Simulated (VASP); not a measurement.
# Ta2As5 (R-3m) in VASP: notebook

Runs on Ta2As5. Level: PBE. Tasks: single point.

Program: VASP 6.6.1. These are calculated values, not measurements. Logs are shortened: lines on timing, memory, paths and dates and some standing lists are left out, and cuts for length are marked.

## 1. The cell of the first run

Symmetry: R-3m, No. 166, trigonal system. Conventional cell: a = 4.689 Å, b = 4.689 Å, c = 19.619 Å, α = 90.00°, β = 90.00°, γ = 120.00°. Ta (site symmetry 3m) has 11 As at 2.66 to 3.07 Å and 3 Ta at 3.47 Å within 3.5 Å. Within 3.7 Å of As (site symmetry 3m) lie 4 Ta at 2.66 to 2.75 Å and 10 As at 2.87 to 3.64 Å. Within 3.4 Å of As (site symmetry 3m) lie 7 As at 2.54 to 3.08 Å and 4 Ta at 2.92 to 3.07 Å. As (site symmetry -3m) has 8 As at 2.54 to 3.13 Å and 6 Ta at 2.92 Å within 3.4 Å.

The cell was generated, and may not be a known phase.

## 2. Single point, PBE

The input, INCAR:

```
SYSTEM = Ta2As5
PREC = Accurate
ENCUT = 520
EDIFF = 1E-7
ISMEAR = 0
SIGMA = 0.1
LREAL = .False.
LASPH = .True.
NELM = 100
ALGO = Normal
ISIF = 2
LWAVE = .False.
LCHARG = .True.
GGA = PE
LELF = .True.
LVHAR = .True.
NBANDS = 32
```

The input, KPOINTS:

```
Automatic mesh
0
Gamma
  6 6 6
  0 0 0
```

The input, POSCAR:

```
Ta2As5
1.0
    2.3445892569      1.3536492386      6.5397099658
   -2.3445892569      1.3536492386      6.5397099658
    0.0000000000     -2.7072984773      6.5397099658
Ta As
2 5
Direct
    0.2780942309      0.2780942309      0.2780942309
    0.7219057691      0.7219057691      0.7219057691
    0.5864899903      0.5864899903      0.5864899903
    0.1293916964      0.1293916964      0.1293916964
    0.4135100097      0.4135100097      0.4135100097
    0.8706083036      0.8706083036      0.8706083036
    0.0000000000      0.0000000000      0.0000000000
```

Potentials or basis: VASP PAW PBE potentials, release 64 (Ta_pv, As).

On the command line:

```
cat potpaw_PBE.64/Ta_pv/POTCAR potpaw_PBE.64/As/POTCAR > POTCAR
mpirun -np 1 vasp_std > vasp.out
```

OUTCAR:

```text
SYSTEM = Ta2As5
   PREC = Accurate
   ENCUT = 520
   EDIFF = 1E-7
   ISMEAR = 0
   LREAL = .False.
   LASPH = .True.
   NELM = 100
   ISIF = 2
   GGA = PE

 ion  position               nearest neighbor table
   1  0.278  0.278  0.278-   5 2.66   3 2.75   3 2.75   3 2.75   7 2.92   7 2.92   7 2.92   4 2.92
                             6 3.07   6 3.07   6 3.07   2 3.47   2 3.47   2 3.47
   2  0.722  0.722  0.722-   3 2.66   5 2.75   5 2.75   5 2.75   7 2.92   7 2.92   7 2.92   6 2.92
                             4 3.07   4 3.07   4 3.07   1 3.47   1 3.47   1 3.47
   3  0.586  0.586  0.586-   2 2.66   1 2.75   1 2.75   1 2.75   6 2.87   6 2.87   6 2.87
   4  0.129  0.129  0.129-   7 2.54   5 2.87   5 2.87   5 2.87   1 2.92   2 3.07   2 3.07   2 3.07

   5  0.414  0.414  0.414-   1 2.66   2 2.75   2 2.75   2 2.75   4 2.87   4 2.87   4 2.87
   6  0.871  0.871  0.871-   7 2.54   3 2.87   3 2.87   3 2.87   2 2.92   1 3.07   1 3.07   1 3.07

   7  0.000  0.000  0.000-   4 2.54   6 2.54   2 2.92   2 2.92   1 2.92   1 2.92   2 2.92   1 2.92

  LATTYP: Found a trigonal (rhomboedric) cell.
 ALAT       =     7.0779426023
 COS(alpha) =     0.7805429868

  Lattice vectors:

 A1 = (   2.3445892569,   1.3536492386,   6.5397099658)
 A2 = (  -2.3445892569,   1.3536492386,   6.5397099658)
 A3 = (   0.0000000000,  -2.7072984773,   6.5397099658)

Analysis of symmetry for initial positions (statically):
=====================================================================
 Subroutine PRICEL returns:
 Original cell was already a primitive cell.

 Routine SETGRP: Setting up the symmetry group for a
 trigonal (rhombohedral) supercell.

 Subroutine GETGRP returns: Found 12 space group operations
 (whereof 12 operations were pure point group operations)
 out of a pool of 12 trial point group operations.

The static configuration has the point symmetry D_3d.

Analysis of symmetry for dynamics (positions and initial velocities):
=====================================================================
 Subroutine PRICEL returns:
 Original cell was already a primitive cell.

 Routine SETGRP: Setting up the symmetry group for a
 trigonal (rhombohedral) supercell.

 Subroutine GETGRP returns: Found 12 space group operations
 (whereof 12 operations were pure point group operations)
 out of a pool of 12 trial point group operations.

The dynamic configuration has the point symmetry D_3d.

 Subroutine INISYM returns: Found 12 space group operations
 (whereof 12 operations are pure point group operations),
 and found     1 'primitive' translations
[... 110 lines left out ...]
   NFREE  =      0    steps in history (QN), initial steepest desc. (CG)
   ISIF   =      2    stress and relaxation
   ISYM   =      2    0-nonsym 1-usesym 2-fastsym
   POTIM  = 0.5000    time-step for ionic-motion
   TEBEG  =    0.0;   TEEND  =   0.0 temperature during run
   PSTRESS=    0.0 pullay stress
   NELECT =      47.0000    total number of electrons
   NUPDOWN=      -1.0000    fix difference up-down
   EMIN   =  10.00;   EMAX   =-10.00  energy-range for DOS
   EFERMI =   0.00;   METHOD = LEGACY
   ISMEAR =     0;   SIGMA  =   0.10  broadening in eV -4-tet -1-fermi 0-gaus
   EFERMI_NEDOS =   21; number of points for ismear=-14 and -15
   IALGO  =     38    algorithm
   IMIX   =      4    mixing-type and parameters
     AMIX     =   0.40;   BMIX     =  1.00
     AMIX_MAG =   1.60;   BMIX_MAG =  1.00
  volume/ion in A,a.u.               =      17.79       120.06
  Fermi-wavevector in a.u.,A,eV,Ry     =   1.183078  2.235692 19.043702  1.399673
  Thomas-Fermi vector in A             =   2.319319
   LORBIT       =      0    0 simple, 1 ext, 2 COOP (PROOUT), +10 PAW based schemes
   GGA     = PE    functional components
   LHFCALC =     F    Hartree Fock is set to
   AEXX    =    0.0000 exact exchange contribution
   IVDW    =     0    specifies the selected vdW correction
   LEPSILON=     F    determine dielectric tensor
   LRPA    =     F    only Hartree local field effects (RPA)
 non-spin polarized calculation
 Gauss-broadening in eV      SIGMA  =   0.10
  energy-cutoff  :      520.00
  volume of cell :      124.53
 maximum number of plane-waves:      3384
 NGX is ok and might be reduce to    54
   NGX = 27   NGY = 27   NGZ = 27

 number of electron      47.0000001 magnetization

 Free energy of the ion-electron system (eV)
  ---------------------------------------------------
  ext. energy  EPLUGINS =         0.00000000
  ---------------------------------------------------
  free energy    TOTEN  =       -46.84196353 eV

  energy without entropy =      -46.82762704  energy(sigma->0) =      -46.83479528

 E-fermi :   7.0706     XC(G=0): -11.4916

 val. band max:        7.0461350056   @ k =  -0.3333   0.5000   0.1667
 cond. band min:       7.0825272690   @ k =  -0.3333   0.5000   0.3333
 fundamental gap:      0.0363922633
 Fermi energy:         7.0706364099

 k-point     1 :       0.0000    0.0000    0.0000
  band No.  band energies     occupation
      1     -28.0531      2.00000
      2     -27.9919      2.00000
      3     -27.9852      2.00000
      4     -27.9852      2.00000
      5     -27.9420      2.00000
      6     -27.9420      2.00000
[... 829 lines left out ...]
     31      10.3131      0.00000
     32      10.3903      0.00000

 [... further k-points ...]

------------------------ aborting loop because EDIFF is reached ----------------------------------------

  FORCE on cell =-STRESS in cart. coord.  units (eV):
  Direction    XX          YY          ZZ          XY          YZ          ZX
  --------------------------------------------------------------------------------------
  -------------------------------------------------------------------------------------
  Total        0.2055842      0.2055842      0.2576674      0.0000000     -0.0000000      0.0000000
  in kB        2.6449514      2.6449514      3.3150301      0.0000000     -0.0000000      0.0000000
  external PRESSURE =       2.8683110 kB  Pullay stress =       0.0000000 kB

 VOLUME and BASIS-vectors are now :
 -----------------------------------------------------------------------------
  energy-cutoff  :      520.00
  volume of cell :      124.53
      direct lattice vectors                 reciprocal lattice vectors
     2.344589257  1.353649239  6.539709966     0.213256970  0.123123969  0.050970660
    -2.344589257  1.353649239  6.539709966    -0.213256970  0.123123969  0.050970660
     0.000000000 -2.707298477  6.539709966     0.000000000 -0.246247938  0.050970660

 POSITION                                       TOTAL-FORCE (eV/Angst)
 -----------------------------------------------------------------------------------
      0.00000     -0.00000      5.45597         0.000000      0.000000     -0.008180
      0.00000     -0.00000     14.16316         0.000000     -0.000000      0.008180
      0.00000     -0.00000     11.50642         0.000000      0.000000     -0.025069
      0.00000     -0.00000      2.53855         0.000000     -0.000000      0.016805
      0.00000     -0.00000      8.11271         0.000000     -0.000000      0.025069
      0.00000     -0.00000     17.08058         0.000000      0.000000     -0.016805
      0.00000      0.00000      0.00000         0.000000      0.000000     -0.000000
 -----------------------------------------------------------------------------------
    total drift:                               -0.000000     -0.000000      0.000000

  FREE ENERGIE OF THE ION-ELECTRON SYSTEM (eV)
  ---------------------------------------------------
  free  energy   TOTEN  =       -46.8419635262 eV

  energy  without entropy=      -46.8276270355  energy(sigma->0) =      -46.83479528
```

Run time: 4 min. Hardware: 1 thread of Intel Xeon 6975P-C (Granite Rapids), shared host; peak memory 0.42 GiB.

Results:

| Item | Value |
| --- | --- |
| Free energy | -46.8420 eV |
| Pressure | 0.3 GPa |
| Largest force | 0.025 eV/Å |
| Band gap on the k mesh | zero (an odd number of electrons rules out a gap without spin polarisation) |

Forces in eV/Å, atoms in the order of the input:
```
Ta   0.000  0.000 -0.008
Ta   0.000  0.000  0.008
As   0.000  0.000 -0.025
As   0.000  0.000  0.017
As   0.000  0.000  0.025
As   0.000  0.000 -0.017
As   0.000  0.000  0.000
```

Levels at points of the mesh, in eV from the Fermi level:
```
           k point  band 21  band 22  band 23  band 24  band 25  band 26  band 27  band 28
(0.00, 0.00, 0.00)    -1.42    -1.26    -1.26    -0.46    -0.46    -0.30    -0.30     2.59
(0.50, 0.00, 0.00)    -1.25    -0.41    -0.40     0.38     0.75     1.21     1.53     2.19
(0.50, 0.50, 0.00)    -1.79    -0.68     0.66     0.82     0.85     1.12     2.12     2.14
(0.50, 0.50, 0.50)    -1.07    -1.07    -0.90    -0.37    -0.37     0.33     0.33     2.18
```

Caveat: spin-orbit coupling is left out, which moves the levels of the heavy elements; an odd number of electrons without spin polarisation forces a metal; a magnetic or distorted state may lie lower.

## 3. Single point, PBE

This run uses another cell than the first one, of 21.00 Å³/atom.

The input, INCAR:

```
ALGO     = Normal         # electronic algorithm
EDIFF    = 1E-6           # SCF threshold, eV
ENCUT    = 520            # plane-wave cutoff, eV
GGA      = PE             # functional
ISIF     = 2              # what is computed and relaxed
ISMEAR   = 0              # smearing method
LASPH    = True           # aspherical terms in the spheres
LCHARG   = False          # write CHGCAR
LREAL    = False          # projectors in reciprocal space
LWAVE    = False          # write WAVECAR
NBANDS   = 32             # bands
NELM     = 100            # most SCF steps
PREC     = Accurate       # precision mode
SIGMA    = 0.1            # smearing width, eV
```

The input, KPOINTS:

```
k-points
0
Gamma
  6 6 6
```

The input, POSCAR:

```
Ta2As5
1.0
    2.3582744000      1.3615503600      7.6314287500
   -2.3582744000      1.3615503600      7.6314287500
    0.0000000000     -2.7231007200      7.6314287500
Ta As
2 5
Direct
    0.2483980100      0.2483980100      0.2483980100
    0.7516019900      0.7516019900      0.7516019900
    0.6229810100      0.6229810100      0.6229810100
    0.1265240000      0.1265240000      0.1265240000
    0.3770189900      0.3770189900      0.3770189900
    0.8734760000      0.8734760000      0.8734760000
    0.0000000000      0.0000000000      0.0000000000
```

Potentials or basis: VASP PAW PBE potentials, release 64 (Ta_pv, As).

On the command line:

```
cat potpaw_PBE.64/Ta_pv/POTCAR potpaw_PBE.64/As/POTCAR > POTCAR
mpirun -np 1 vasp_std > vasp.out
```

It took 3.6 min on 1 thread of Intel Xeon 6975P-C (Granite Rapids), shared host; peak memory 0.54 GiB.

It converged, with:

```yaml
Free_energy: -44.5732 eV
Pressure: -7.8 GPa
Largest_force: 0.506 eV/Å
Band_gap_on_the_k_mesh: zero (an odd number of electrons rules out a gap without spin polarisation)
```

Forces on the atoms (eV/Å):
```
Ta   0.000  0.000  0.506
Ta   0.000  0.000 -0.506
As   0.000  0.000 -0.332
As   0.000  0.000  0.118
As   0.000  0.000  0.332
As   0.000  0.000 -0.118
As   0.000  0.000  0.000
```

Stress tensor (GPa, compression positive):
```
-7.83  0.00  0.00
 0.00 -7.83  0.00
 0.00  0.00 -7.69
```

Levels at points of the mesh, in eV from the Fermi level:
| k point | band 20 | band 21 | band 22 | band 23 | band 24 | band 25 | band 26 | band 27 | band 28 | band 29 |
| --- | --- | --- | --- | --- | --- | --- | --- | --- | --- | --- |
| (0.00, 0.00, 0.00) | -1.26 | -1.26 | -0.87 | -0.47 | -0.29 | -0.29 | 0.39 | 0.39 | 1.37 | 1.72 |
| (0.50, 0.00, 0.00) | -1.19 | -0.98 | -0.62 | 0.19 | 0.30 | 0.32 | 0.38 | 0.77 | 1.48 | 2.18 |
| (0.50, 0.50, 0.00) | -1.20 | -1.06 | -0.96 | -0.47 | -0.29 | 0.53 | 0.69 | 1.67 | 2.11 | 2.14 |
| (0.50, 0.50, 0.50) | -1.41 | -1.38 | -1.38 | -1.22 | 0.00 | 0.29 | 0.29 | 1.09 | 1.09 | 1.37 |

Caveat: the cell stands under tension; spin-orbit coupling is left out, which moves the levels of the heavy elements; an odd number of electrons without spin polarisation forces a metal; a magnetic or distorted state may lie lower.

(Continued in part 2 of 2.)

The gap in the log of VASP goes by the Fermi energy; the results here count the filled bands.